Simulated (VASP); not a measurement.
Write the native input for VASP 6.6.1 that does the following.

```
Task                   : single point
Functional             : RPBE
Potentials or basis    : VASP PAW PBE potentials, release 64 (Sn_d)
Cutoff                 : 520 eV
k mesh                 : 17 × 17 × 17
Occupations            : fermi-dirac, width 0.1 eV
Spin                   : no spin polarisation
Dipole correction      : no
Further INCAR settings : ALGO = Normal; EDIFF = 1e-06; NBANDS = 13
```

The structure of Sn lies in POSCAR:

```
Sn
1.0
    3.1144414635      0.0000000000      0.0000000000
    0.0000000000      3.1144414635      0.0000000000
    0.0000000000      0.0000000000      3.1144414635
Sn
1
Direct
    0.0000000000      0.0000000000      0.0000000000
```

The input as run:

INCAR

```
SYSTEM = Sn
PREC     = Accurate       ! precision mode
ENCUT    = 520            ! plane-wave cutoff, eV
EDIFF    = 1E-6           ! SCF threshold, eV
ISMEAR   = -1             ! smearing method
SIGMA    = 0.1            ! smearing width, eV
LREAL    = .FALSE.        ! projectors in reciprocal space
LASPH    = .TRUE.         ! aspherical terms in the spheres
NELM     = 60             ! most SCF steps
ALGO     = Normal         ! electronic algorithm
ISIF     = 2              ! what is computed and relaxed
LWAVE    = .FALSE.        ! write WAVECAR
LCHARG   = .FALSE.        ! write CHGCAR
GGA      = RP             ! functional
NBANDS   = 13             ! bands
```

KPOINTS

```
regular mesh
0
G
  17 17 17
  0 0 0
```

Potentials or basis: VASP PAW PBE potentials, release 64 (Sn_d).

Command:

```sh
$ cat potpaw_PBE.64/Sn_d/POTCAR > POTCAR
$ mpirun -np 1 vasp_std > vasp.out
```

Results of the run:

```
Pressure               : 0.3 GPa
Band gap on the k mesh : zero (band 7 reaches 11.94 eV, above the bottom of band 8 at 4.85 eV)
```

Caveat: the PAW data sets were made with another functional, which shifts forces and pressure a little; spin-orbit coupling is left out, which moves the levels of the heavy elements.

Wall time 28 s on 1 thread of AMD EPYC 9R45 (Zen 5) (shared host), peak memory 0.14 GiB.
